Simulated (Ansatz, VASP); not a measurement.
**BaTiO3 in VASP and in Ansatz**

```
Ba Ti O
1.0
     2.83706    1.63798    2.32543
    -2.83706    1.63798    2.32543
     0.00000   -3.27596    2.32543
Ba Ti O
1 1 3
Direct
  0.00000 0.00000 0.00000
  0.51400 0.51400 0.51400
  0.49160 0.49160 0.98150
  0.49160 0.98150 0.49160
  0.98150 0.49160 0.49160
```

Change from the starting cell: volume scaled by 1.01.

Alike in both runs: task single point; functional LDA; k mesh 9 × 9 × 9; occupations fermi-dirac, width 0.05 eV; no spin polarisation.

|  | VASP | Ansatz |
| --- | --- | --- |
| version | VASP 6.6.1 | Ansatz 0.2.0 |
| potentials or method | VASP PAW LDA potentials, release 64 (Ba_sv, Ti_sv, O), cutoff 520 eV | all-electron LAPW, scalar-relativistic |

|  | VASP | Ansatz | Ansatz less VASP |
| --- | --- | --- | --- |
| gap on the k mesh at the Fermi level (eV) | 2.28 | 2.33 | +0.052 |
| pressure (GPa) | -5.5 | -7.5 | -1.99 |
| traceless stress, the component that is largest in VASP (GPa) | -0.09 | -0.03 | +0.061 |
| rms of the force components (eV/Å) | 0.047 | 0.072 | +0.0250 |

LDA's correlation is that of Perdew and Zunger in VASP and of Perdew and Wang (1992) in Ansatz. Atom by atom the forces differ by 0.037 eV/Å (rms over components). Ansatz ran all-electron here, and VASP with PAW potentials.

Neither program's run includes spin-orbit coupling.
